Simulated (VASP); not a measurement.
# Ru (P6_3/mmc) in VASP: a series of runs

Ru is run at these levels: PBE, r2SCAN; tasks: single point.

Everything below comes from runs of VASP 6.6.1. Logs are shortened: lines on timing, memory, paths and dates and some standing lists are left out, and cuts for length are marked.

## (1) The cell of the first run

Symmetry: P6_3/mmc, No. 194, hexagonal system. Conventional cell: a = 2.706 Å, b = 2.706 Å, c = 4.282 Å, α = 90.00°, β = 90.00°, γ = 120.00°. Ru (site symmetry -6m2) has 12 Ru at 2.65 to 2.71 Å within 3.5 Å.

## (2) Single point, PBE

INCAR reads:

```
SYSTEM = Ru
  PREC = Accurate
  ENCUT = 520
  EDIFF = 1E-7
  ISMEAR = -1
  SIGMA = 0.04
  LREAL = .FALSE.
  LASPH = .TRUE.
  NELM = 80
  ALGO = Fast
  ISIF = 2
  LWAVE = .FALSE.
  LCHARG = .FALSE.
  GGA = PE
  NBANDS = 21
```

KPOINTS reads:

```
regular mesh
0
G
  4 4 2
  0 0 0
```

POSCAR reads:

```
Ru
1.0
    2.7058000000      0.0000000000      0.0000000000
   -1.3529000000      2.3432915376      0.0000000000
    0.0000000000      0.0000000000      4.2819000000
Ru
2
Direct
    0.6666666667      0.3333333333      0.7500000000
    0.3333333333      0.6666666667      0.2500000000
```

Potentials or basis: VASP PAW PBE potentials, release 64 (Ru_pv).

The run is started by

```console
$ cat potpaw_PBE.64/Ru_pv/POTCAR > POTCAR
$ mpirun -np 1 vasp_std > vasp.out
```

OUTCAR:

```text
SYSTEM = Ru
   PREC = Accurate
   ENCUT = 520
   EDIFF = 1E-7
   ISMEAR = -1
   LREAL = .FALSE.
   LASPH = .TRUE.
   NELM = 80
   ISIF = 2
   GGA = PE

 ion  position               nearest neighbor table
   1  0.667  0.333  0.750-   2 2.65   2 2.65   2 2.65   2 2.65   2 2.65   2 2.65
   2  0.333  0.667  0.250-   1 2.65   1 2.65   1 2.65   1 2.65   1 2.65   1 2.65

  LATTYP: Found a hexagonal cell.
 ALAT       =     2.7058000000
 C/A-ratio  =     1.5824894671

  Lattice vectors:

 A1 = (   2.7058000000,   0.0000000000,   0.0000000000)
 A2 = (  -1.3529000000,   2.3432915376,   0.0000000000)
 A3 = (   0.0000000000,   0.0000000000,   4.2819000000)

Analysis of symmetry for initial positions (statically):
=====================================================================
 Subroutine PRICEL returns:
 Original cell was already a primitive cell.

 Routine SETGRP: Setting up the symmetry group for a
 hexagonal supercell.

 Subroutine GETGRP returns: Found 24 space group operations
 (whereof 12 operations were pure point group operations)
 out of a pool of 24 trial point group operations.

The static configuration has the point symmetry D_3d.
 The point group associated with its full space group is D_6h.

Analysis of symmetry for dynamics (positions and initial velocities):
=====================================================================
 Subroutine PRICEL returns:
 Original cell was already a primitive cell.

 Routine SETGRP: Setting up the symmetry group for a
 hexagonal supercell.

 Subroutine GETGRP returns: Found 24 space group operations
 (whereof 12 operations were pure point group operations)
 out of a pool of 24 trial point group operations.

The dynamic configuration has the point symmetry D_3d.
 The point group associated with its full space group is D_6h.

 Subroutine INISYM returns: Found 24 space group operations
 (whereof 12 operations are pure point group operations),
 and found     1 'primitive' translations

----------------------------------------------------------------------------------------

                                     Primitive cell

  volume of cell :      27.1493

  direct lattice vectors                    reciprocal lattice vectors
     2.705800000  0.000000000  0.000000000     0.369576465  0.213375072  0.000000000
    -1.352900000  2.343291538  0.000000000     0.000000000  0.426750144  0.000000000
     0.000000000  0.000000000  4.281900000     0.000000000  0.000000000  0.233541185

  length of vectors
     2.705800000  2.705800000  4.281900000     0.426750144  0.426750144  0.233541185

  position of ions in fractional coordinates (direct lattice)
     0.666666667  0.333333333  0.750000000
     0.333333333  0.666666667  0.250000000

  ion indices of the primitive-cell ions
   primitive index   ion index
                 1           1
                 2           2

----------------------------------------------------------------------------------------

 KPOINTS: regular mesh

Automatic generation of k-mesh.
 Grid dimensions read from file:
 generate k-points for:    4    4    2

 Generating k-lattice:

  Cartesian coordinates                     Fractional coordinates (reciprocal lattice)
     0.092394116  0.053343768  0.000000000     0.250000000  0.000000000  0.000000000
     0.000000000  0.106687536  0.000000000     0.000000000  0.250000000  0.000000000
     0.000000000  0.000000000  0.116770592     0.000000000  0.000000000  0.500000000

  Length of vectors
     0.106687536  0.106687536  0.116770592

  Shift w.r.t. Gamma in fractional coordinates (k-lattice)
     0.000000000  0.000000000  0.000000000

 Subroutine IBZKPT returns following result:
 ===========================================

 Found      8 irreducible k-points:

 Following reciprocal coordinates:
            Coordinates               Weight
  0.000000  0.000000  0.000000      1.000000
  0.250000  0.000000  0.000000      6.000000
  0.500000  0.000000  0.000000      3.000000
  0.250000  0.250000  0.000000      6.000000
  0.000000  0.000000  0.500000      1.000000
  0.250000  0.000000  0.500000      6.000000
  0.500000  0.000000  0.500000      3.000000
  0.250000  0.250000  0.500000      6.000000
   k-points           NKPTS =      8   k-points in BZ     NKDIM =      8   number of bands    NBANDS=     21
   number of dos      NEDOS =    301   number of ions     NIONS =      2
   total plane-waves  NPLWV =  12800
   dimension x,y,z NGX =    20 NGY =   20 NGZ =   32
   dimension x,y,z NGXF=    40 NGYF=   40 NGZF=   64
   ions per type =               2
   NGX,Y,Z   is equivalent  to a cutoff of  12.29, 12.29, 12.42 a.u.
   NGXF,Y,Z  is equivalent  to a cutoff of  24.58, 24.58, 24.85 a.u.
 SYSTEM =  Ru
   PREC   = accura    normal or accurate (medium, high low for compatibility)
   ISTART =      0    job   : 0-new  1-cont  2-samecut
   ICHARG =      2    charge: 1-file 2-atom 10-const
   ISPIN  =      1    spin polarized calculation?
   LNONCOLLINEAR =      F non collinear calculations
   LSORBIT =      F    spin-orbit coupling
   LASPH  =      T    aspherical Exc in radial PAW
   ENCUT  =  520.0 eV  38.22 Ry    6.18 a.u.   5.03  5.03  7.96*2*pi/ulx,y,z
   NELM   =     80;   NELMIN=  2; NELMDL= -5     # of ELM steps
   EDIFF  = 0.1E-06   stopping-criterion for ELM
   LREAL  =      F    real-space projection
   EDIFFG = 0.1E-05   stopping-criterion for IOM
   NSW    =      0    number of steps for IOM
   IBRION =     -1    ionic relax: 0-MD 1-quasi-New 2-CG
   NFREE  =      0    steps in history (QN), initial steepest desc. (CG)
   ISIF   =      2    stress and relaxation
   ISYM   =      2    0-nonsym 1-usesym 2-fastsym
   POTIM  = 0.5000    time-step for ionic-motion
   TEBEG  =    0.0;   TEEND  =   0.0 temperature during run
   PSTRESS=    0.0 pullay stress
   NELECT =      28.0000    total number of electrons
   NUPDOWN=      -1.0000    fix difference up-down
   EMIN   =  10.00;   EMAX   =-10.00  energy-range for DOS
   EFERMI =   0.00;   METHOD = LEGACY
   ISMEAR =    -1;   SIGMA  =   0.04  broadening in eV -4-tet -1-fermi 0-gaus
   EFERMI_NEDOS =   21; number of points for ismear=-14 and -15
   IALGO  =     68    algorithm
   IMIX   =      4    mixing-type and parameters
     AMIX     =   0.40;   BMIX     =  1.00
     AMIX_MAG =   1.60;   BMIX_MAG =  1.00
  volume/ion in A,a.u.               =      13.57        91.61
  Fermi-wavevector in a.u.,A,eV,Ry     =   1.654022  3.125649 37.222674  2.735789
  Thomas-Fermi vector in A             =   2.742361
   LORBIT       =      0    0 simple, 1 ext, 2 COOP (PROOUT), +10 PAW based schemes
   GGA     = PE    functional components
   LHFCALC =     F    Hartree Fock is set to
   AEXX    =    0.0000 exact exchange contribution
   IVDW    =     0    specifies the selected vdW correction
   LEPSILON=     F    determine dielectric tensor
   LRPA    =     F    only Hartree local field effects (RPA)
 non-spin polarized calculation
 RMM-DIIS sequential band-by-band and
  energy-cutoff  :      520.00
  volume of cell :       27.15
 maximum number of plane-waves:       752
 NGX is ok and might be reduce to    20
   NGX =  9   NGY =  9   NGZ = 15

 number of electron      28.0000009 magnetization

 Free energy of the ion-electron system (eV)
  ---------------------------------------------------
  ext. energy  EPLUGINS =         0.00000000
  ---------------------------------------------------
  free energy    TOTEN  =       -18.83978456 eV

  energy without entropy =      -18.83018298  energy(sigma->0) =      -18.83498377

 E-fermi :  12.9429     XC(G=0): -14.1070

 val. band max:       12.6049154389   @ k =   0.2500   0.0000   0.0000
 cond. band min:      12.9706230908   @ k =   0.2500   0.2500   0.0000
 fundamental gap:      0.3657076519
 Fermi energy:        12.9429087102

 k-point     1 :       0.0000    0.0000    0.0000
  band No.  band energies     occupation
      1     -30.8126      2.00000
      2     -29.7604      2.00000
      3     -29.7604      2.00000
      4     -29.6648      2.00000
      5     -29.5888      2.00000
      6     -29.5888      2.00000
[... 13 lines left out ...]
     20      23.3968      0.00000
     21      23.4343      0.00000

 k-point     2 :       0.2500    0.0000    0.0000
  band No.  band energies     occupation
      1     -30.6186      2.00000
      2     -30.1355      2.00000
      3     -29.9664      2.00000
      4     -29.8810      2.00000
      5     -29.7642      2.00000
      6     -29.6451      2.00000
[... 13 lines left out ...]
     20      23.4037      0.00000
     21      26.4777      0.00000

 k-point     3 :       0.5000    0.0000    0.0000
  band No.  band energies     occupation
      1     -30.5093      2.00000
      2     -30.3297      2.00000
      3     -30.3167      2.00000
      4     -29.9926      2.00000
      5     -29.9575      2.00000
      6     -29.7079      2.00000
[... 13 lines left out ...]
     20      24.7682      0.00000
     21      25.8549      0.00000

 k-point     4 :       0.2500    0.2500    0.0000
  band No.  band energies     occupation
      1     -30.3516      2.00000
      2     -30.3335      2.00000
      3     -30.2682      2.00000
      4     -30.0463      2.00000
      5     -29.9535      2.00000
      6     -29.8752      2.00000
[... 13 lines left out ...]
     20      24.2413      0.00000
     21      25.1789      0.00000

 k-point     5 :       0.0000    0.0000    0.5000
  band No.  band energies     occupation
      1     -30.2547      2.00000
      2     -30.2547      2.00000
      3     -29.6750      2.00000
      4     -29.6750      2.00000
      5     -29.6750      2.00000
      6     -29.6750      2.00000
[... 13 lines left out ...]
     20      23.3963      0.00000
     21      27.3733      0.00000

 k-point     6 :       0.2500    0.0000    0.5000
  band No.  band energies     occupation
      1     -30.3708      2.00000
      2     -30.3708      2.00000
      3     -29.8750      2.00000
      4     -29.8750      2.00000
      5     -29.7640      2.00000
      6     -29.7640      2.00000
[... 13 lines left out ...]
     20      23.3964      0.00000
     21      28.3057      0.00000

 k-point     7 :       0.5000    0.0000    0.5000
  band No.  band energies     occupation
      1     -30.6259      2.00000
      2     -30.6259      2.00000
      3     -29.9224      2.00000
      4     -29.9224      2.00000
      5     -29.8517      2.00000
      6     -29.8517      2.00000
[... 13 lines left out ...]
     20      23.4404      0.00000
     21      23.4699      0.00000

 k-point     8 :       0.2500    0.2500    0.5000
  band No.  band energies     occupation
      1     -30.5172      2.00000
      2     -30.5172      2.00000
      3     -30.0722      2.00000
      4     -30.0722      2.00000
      5     -29.8181      2.00000
      6     -29.8181      2.00000
[... 13 lines left out ...]
     20      25.7499      0.00000
     21      25.7567      0.00000

------------------------ aborting loop because EDIFF is reached ----------------------------------------

  FORCE on cell =-STRESS in cart. coord.  units (eV):
  Direction    XX          YY          ZZ          XY          YZ          ZX
  --------------------------------------------------------------------------------------
  -------------------------------------------------------------------------------------
  Total        0.5186416      0.5186416     -0.6604765     -0.0000000      0.0000000     -0.0000000
  in kB       30.6069033     30.6069033    -38.9770927     -0.0000000      0.0000000     -0.0000000
  external PRESSURE =       7.4122380 kB  Pullay stress =       0.0000000 kB

 VOLUME and BASIS-vectors are now :
 -----------------------------------------------------------------------------
  energy-cutoff  :      520.00
  volume of cell :       27.15
      direct lattice vectors                 reciprocal lattice vectors
     2.705800000  0.000000000  0.000000000     0.369576465  0.213375072  0.000000000
    -1.352900000  2.343291538  0.000000000     0.000000000  0.426750144  0.000000000
     0.000000000  0.000000000  4.281900000     0.000000000  0.000000000  0.233541185

 POSITION                                       TOTAL-FORCE (eV/Angst)
 -----------------------------------------------------------------------------------
      1.35290      0.78110      3.21143        -0.000000     -0.000000      0.000000
     -0.00000      1.56219      1.07048         0.000000      0.000000      0.000000
 -----------------------------------------------------------------------------------
    total drift:                               -0.000000      0.000000     -0.000000

  FREE ENERGIE OF THE ION-ELECTRON SYSTEM (eV)
  ---------------------------------------------------
  free  energy   TOTEN  =       -18.8397845620 eV

  energy  without entropy=      -18.8301829778  energy(sigma->0) =      -18.83498377
```

Wall time 7.7 s (1 thread of AMD EPYC 7R13 (Zen 3), shared host); peak memory 0.1 GiB.

Results:

```
Free energy            : -18.8398 eV
Pressure               : 0.7 GPa
Band gap on the k mesh : zero (band 14 reaches 14.38 eV, above the bottom of band 15 at 11.46 eV)
```

Stress tensor (GPa, compression positive):
```
 3.06  0.00  0.00
 0.00  3.06  0.00
 0.00  0.00 -3.90
```

Caveat: the k points lie up to 0.73 Å⁻¹ apart.

## (3) Single point, r2SCAN

This run uses another cell than the first one, of 12.76 Å³/atom, 0.940 times its volume.

POSCAR reads:

```
Ru
1.0
    2.6505640930      0.0000000000      0.0000000000
   -1.3252820465      2.2954558389      0.0000000000
    0.0000000000      0.0000000000      4.1944897589
Ru
2
Direct
    0.6666666667      0.3333333333      0.7500000000
    0.3333333333      0.6666666667      0.2500000000
```

INCAR.step1 reads:

```
SYSTEM = Ru
  ALGO = Normal
  EDIFF = 1E-4
  ENCUT = 520
  GGA = PE
  ISMEAR = -1
  LASPH = .True.
  LCHARG = .False.
  LREAL = .False.
  LWAVE = .True.
  NBANDS = 21
  NELM = 100
  PREC = Accurate
  SIGMA = 0.05
```

INCAR.step2 reads:

```
SYSTEM = Ru
  ALGO = Normal
  EDIFF = 1E-6
  ENCUT = 520
  ISIF = 2
  ISMEAR = -1
  ISTART = 1
  LASPH = .True.
  LCHARG = .False.
  LMIXTAU = .True.
  LREAL = .False.
  LWAVE = .False.
  METAGGA = R2SCAN
  NBANDS = 21
  NELM = 100
  PREC = Accurate
  SIGMA = 0.05
```

KPOINTS reads:

```
k-points
0
Gamma
  11 11 6
  0 0 0
```

Potentials or basis: VASP PAW PBE potentials, release 64 (Ru_pv).

The run is started by

```console
$ cat potpaw_PBE.64/Ru_pv/POTCAR > POTCAR
$ cp INCAR.step1 INCAR
$ mpirun -np 1 vasp_std > vasp.out
$ cp INCAR.step2 INCAR
$ mpirun -np 1 vasp_std > vasp.out
```

Run time: 68 s. Hardware: 1 thread of Intel Xeon 6975P-C, shared host; peak memory 0.16 GiB.

Results (log left out):

* Free energy: -50.7414 eV
* Pressure: 23.6 GPa
* Band gap on the k mesh: zero (band 14 reaches 15.62 eV, above the bottom of band 15 at 12.09 eV)

Stress tensor (GPa, compression positive):
```
23.32  0.00  0.00
 0.00 23.32  0.00
 0.00  0.00 24.03
```

Levels at points of the mesh, in eV from the Fermi level:
```tsv
k point	band 12	band 13	band 14	band 15	band 16	band 17
(0.00, 0.00, 0.00)	-2.12	-2.12	-1.53	-1.53	1.42	1.42
(0.00, 0.00, 0.50)	-3.09	-2.95	-2.95	0.70	0.70	0.70
```

Caveat: the PAW data sets were made with another functional, which shifts forces and pressure a little.

(Continued in part 2 of 2.)
